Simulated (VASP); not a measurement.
# Se (R-3m) in VASP: notebook, part 3 of 4

VASP 6.6.1. The steps go on from the part before.

## (4) Single point, PBE

This run uses another cell than the first one, of 18.14 Å³/atom, 1.143 times its volume.

Input file INCAR:

```
PREC     = Accurate       # precision mode
ENCUT    = 520            # plane-wave cutoff, eV
EDIFF    = 1E-7           # SCF threshold, eV
ISMEAR   = -1             # smearing method
SIGMA    = 0.08           # smearing width, eV
LREAL    = False          # projectors in reciprocal space
LASPH    = True           # aspherical terms in the spheres
NELM     = 80             # most SCF steps
ALGO     = Normal         # electronic algorithm
ISIF     = 2              # what is computed and relaxed
LWAVE    = False          # write WAVECAR
LCHARG   = True           # write CHGCAR
GGA      = PE             # functional
LELF     = True           # ELF
LVHAR    = True         
NBANDS   = 13             # bands
```

Input file KPOINTS:

```
Automatic mesh
0
Gamma
  13 13 13
```

Input file POSCAR:

```
Se
1.0
    1.8574748453     -1.0724136020      3.0360720771
    0.0000000000      2.1448272039      3.0360720771
   -1.8574748453     -1.0724136020      3.0360720771
Se
2
Direct
    0.2500000000      0.2500000000      0.2500000000
   -0.2500000000     -0.2500000000     -0.2500000000
```

Potentials or basis: VASP PAW PBE potentials, release 64 (Se).

The run is started by

```
$ cat potpaw_PBE.64/Se/POTCAR > POTCAR
$ mpirun -np 1 vasp_std > vasp.out
```

OUTCAR:

```text
PREC = Accurate
   ENCUT = 520
   EDIFF = 1E-7
   ISMEAR = -1
   LREAL = False
   LASPH = True
   NELM = 80
   ISIF = 2
   GGA = PE

 ion  position               nearest neighbor table
   1  0.250  0.250  0.250-   2 2.63   2 2.63   2 2.63   2 2.63   2 2.63   2 2.63
   2  0.750  0.750  0.750-   1 2.63   1 2.63   1 2.63   1 2.63   1 2.63   1 2.63

  LATTYP: Found a trigonal (rhomboedric) cell.
 ALAT       =     3.7172593926
 COS(alpha) =     0.5006211523

  Lattice vectors:

 A1 = (   1.8574748453,  -1.0724136020,   3.0360720771)
 A2 = (   0.0000000000,   2.1448272039,   3.0360720771)
 A3 = (  -1.8574748453,  -1.0724136020,   3.0360720771)

Analysis of symmetry for initial positions (statically):
=====================================================================
 Subroutine PRICEL returns following result:

  LATTYP: Found a trigonal (rhomboedric) cell.
 ALAT       =     2.6276828479
 COS(alpha) =     0.0006215384

  Lattice vectors:

 A1 = (   1.8574748453,   1.0724136019,   1.5180360386)
 A2 = (  -1.8574748453,   1.0724136020,   1.5180360385)
 A3 = (   0.0000000000,  -2.1448272040,   1.5180360386)

   2 primitive cells build up your supercell.

 Routine SETGRP: Setting up the symmetry group for a
 trigonal (rhombohedral) supercell.

 Subroutine GETGRP returns: Found 12 space group operations
 (whereof 12 operations were pure point group operations)
 out of a pool of 12 trial point group operations.

The static configuration has the point symmetry D_3d.

Analysis of symmetry for dynamics (positions and initial velocities):
=====================================================================
 Subroutine PRICEL returns following result:

  LATTYP: Found a trigonal (rhomboedric) cell.
 ALAT       =     2.6276828479
 COS(alpha) =     0.0006215384

  Lattice vectors:

 A1 = (   1.8574748453,   1.0724136019,   1.5180360386)
 A2 = (  -1.8574748453,   1.0724136020,   1.5180360385)
 A3 = (   0.0000000000,  -2.1448272040,   1.5180360386)

   2 primitive cells build up your supercell.

 Routine SETGRP: Setting up the symmetry group for a
 trigonal (rhombohedral) supercell.

 Subroutine GETGRP returns: Found 12 space group operations
 (whereof 12 operations were pure point group operations)
 out of a pool of 12 trial point group operations.

The dynamic configuration has the point symmetry D_3d.

 Subroutine INISYM returns: Found 12 space group operations
 (whereof 12 operations are pure point group operations),
 and found     2 'primitive' translations

----------------------------------------------------------------------------------------

                                     Primitive cell

  volume of cell :      18.1434

  direct lattice vectors                    reciprocal lattice vectors
     1.857474845  1.072413602  1.518036039     0.269182649  0.155412675  0.219581963
    -1.857474845  1.072413602  1.518036039    -0.269182649  0.155412675  0.219581963
     0.000000000 -2.144827204  1.518036039    -0.000000000 -0.310825350  0.219581963

  length of vectors
     2.627682848  2.627682848  2.627682848     0.380563578  0.380563578  0.380563578

  position of ions in fractional coordinates (direct lattice)
     0.500000000  0.500000000  0.500000000

  ion indices of the primitive-cell ions
   primitive index   ion index
[... 31 lines left out ...]
  0.076923  0.000000 -0.000000      6.000000
  0.153846  0.000000 -0.000000      6.000000
  0.230769  0.000000 -0.000000      6.000000
  0.307692  0.000000 -0.000000      6.000000
  0.384615  0.000000 -0.000000      6.000000
[... 16 lines left out ...]
  0.384615  0.153846  0.000000     12.000000
  0.461538  0.153846 -0.000000     12.000000
 [... further k-points ...]
   k-points           NKPTS =    231   k-points in BZ     NKDIM =    231   number of bands    NBANDS=     13
   number of dos      NEDOS =    301   number of ions     NIONS =      2
   total plane-waves  NPLWV =  21952
   dimension x,y,z NGX =    28 NGY =   28 NGZ =   28
   dimension x,y,z NGXF=    56 NGYF=   56 NGZF=   56
   ions per type =               2
   NGX,Y,Z   is equivalent  to a cutoff of  12.52, 12.52, 12.52 a.u.
   NGXF,Y,Z  is equivalent  to a cutoff of  25.04, 25.04, 25.04 a.u.
 SYSTEM =  unknown system
   PREC   = accura    normal or accurate (medium, high low for compatibility)
   ISTART =      0    job   : 0-new  1-cont  2-samecut
   ICHARG =      2    charge: 1-file 2-atom 10-const
   ISPIN  =      1    spin polarized calculation?
   LNONCOLLINEAR =      F non collinear calculations
   LSORBIT =      F    spin-orbit coupling
   LASPH  =      T    aspherical Exc in radial PAW
   ENCUT  =  520.0 eV  38.22 Ry    6.18 a.u.   6.91  6.91  6.91*2*pi/ulx,y,z
   NELM   =     80;   NELMIN=  2; NELMDL= -5     # of ELM steps
   EDIFF  = 0.1E-06   stopping-criterion for ELM
   LREAL  =      F    real-space projection
   EDIFFG = 0.1E-05   stopping-criterion for IOM
   NSW    =      0    number of steps for IOM
   IBRION =     -1    ionic relax: 0-MD 1-quasi-New 2-CG
   NFREE  =      0    steps in history (QN), initial steepest desc. (CG)
   ISIF   =      2    stress and relaxation
   ISYM   =      2    0-nonsym 1-usesym 2-fastsym
   POTIM  = 0.5000    time-step for ionic-motion
   TEBEG  =    0.0;   TEEND  =   0.0 temperature during run
   PSTRESS=    0.0 pullay stress
   NELECT =      12.0000    total number of electrons
   NUPDOWN=      -1.0000    fix difference up-down
   EMIN   =  10.00;   EMAX   =-10.00  energy-range for DOS
   EFERMI =   0.00;   METHOD = LEGACY
   ISMEAR =    -1;   SIGMA  =   0.08  broadening in eV -4-tet -1-fermi 0-gaus
   EFERMI_NEDOS =   21; number of points for ismear=-14 and -15
   IALGO  =     38    algorithm
   IMIX   =      4    mixing-type and parameters
     AMIX     =   0.40;   BMIX     =  1.00
     AMIX_MAG =   1.60;   BMIX_MAG =  1.00
  volume/ion in A,a.u.               =      18.14       122.44
  Fermi-wavevector in a.u.,A,eV,Ry     =   1.132102  2.139363 17.437987  1.281656
  Thomas-Fermi vector in A             =   2.268803
   LORBIT       =      0    0 simple, 1 ext, 2 COOP (PROOUT), +10 PAW based schemes
   GGA     = PE    functional components
   LHFCALC =     F    Hartree Fock is set to
   AEXX    =    0.0000 exact exchange contribution
   IVDW    =     0    specifies the selected vdW correction
   LEPSILON=     F    determine dielectric tensor
   LRPA    =     F    only Hartree local field effects (RPA)
 non-spin polarized calculation
  energy-cutoff  :      520.00
  volume of cell :       36.29
 maximum number of plane-waves:       990
   NGX = 13   NGY = 13   NGZ = 13

 number of electron      12.0000000 magnetization

 Free energy of the ion-electron system (eV)
  ---------------------------------------------------
  ext. energy  EPLUGINS =         0.00000000
  ---------------------------------------------------
  free energy    TOTEN  =        -6.06784636 eV

  energy without entropy =       -6.05437076  energy(sigma->0) =       -6.06110856

 E-fermi :   7.6536     XC(G=0): -10.9283

 val. band max:        7.6337381838   @ k =   0.3077   0.3077   0.2308
 cond. band min:       7.7723806986   @ k =   0.2308   0.0000  -0.0000
 fundamental gap:      0.1386425148
 Fermi energy:         7.6536225061

 k-point     1 :       0.0000    0.0000    0.0000
  band No.  band energies     occupation
      1     -10.6449      2.00000
      2      -1.3489      2.00000
      3       3.3453      2.00000
      4       3.3582      2.00000
      5       3.3582      2.00000
      6       9.3707      0.00000
      7       9.3707      0.00000
      8       9.3767      0.00000
      9      12.5484      0.00000
     10      12.5640      0.00000
     11      12.5640      0.00000
     12      14.9508      0.00000
     13      14.9508      0.00000
[... 354 lines left out ...]
  band No.  band energies     occupation
      1      -8.1540      2.00000
      2      -5.9744      2.00000
      3       2.1701      2.00000
      4       2.6528      2.00000
      5       3.0551      2.00000
      6       7.3476      1.95730
      7       7.9244      0.06559
      8       8.1285      0.00527
      9      13.2399      0.00000
     10      18.1734      0.00000
     11      18.4125      0.00000
     12      19.1007      0.00000
     13      19.7553      0.00000

 [... further k-points ...]
[... 5 lines left out ...]
  --------------------------------------------------------------------------------------
  -------------------------------------------------------------------------------------
  Total        5.9019814      5.9019814      5.9058123     -0.0000000     -0.0000000      0.0000000
  in kB      260.5912531    260.5912531    260.7604001     -0.0000000     -0.0000000      0.0000000
  external PRESSURE =     260.6476355 kB  Pullay stress =       0.0000000 kB

 VOLUME and BASIS-vectors are now :
 -----------------------------------------------------------------------------
  energy-cutoff  :      520.00
  volume of cell :       36.29
      direct lattice vectors                 reciprocal lattice vectors
     1.857474845 -1.072413602  3.036072077     0.269182649 -0.155412675  0.109790982
     0.000000000  2.144827204  3.036072077     0.000000000  0.310825350  0.109790982
    -1.857474845 -1.072413602  3.036072077    -0.269182649 -0.155412675  0.109790982

 POSITION                                       TOTAL-FORCE (eV/Angst)
 -----------------------------------------------------------------------------------
      0.00000     -0.00000      2.27705         0.000000     -0.000000      0.000000
      0.00000     -0.00000      6.83116        -0.000000      0.000000     -0.000000
 -----------------------------------------------------------------------------------
    total drift:                               -0.000000     -0.000000     -0.000000

  FREE ENERGIE OF THE ION-ELECTRON SYSTEM (eV)
  ---------------------------------------------------
  free  energy   TOTEN  =        -6.0678463615 eV

  energy  without entropy=       -6.0543707607  energy(sigma->0) =       -6.06110856
```

Run time: 43 s. Hardware: 1 thread of AMD EPYC 9R45 (Zen 5), shared host; peak memory 0.19 GiB.

What came out:

```
Free energy            : -6.0678 eV
Pressure               : 26.1 GPa
Band gap on the k mesh : zero (band 6 reaches 10.07 eV, above the bottom of band 7 at 5.32 eV)
```

(Part 3 of 4 ends here.)
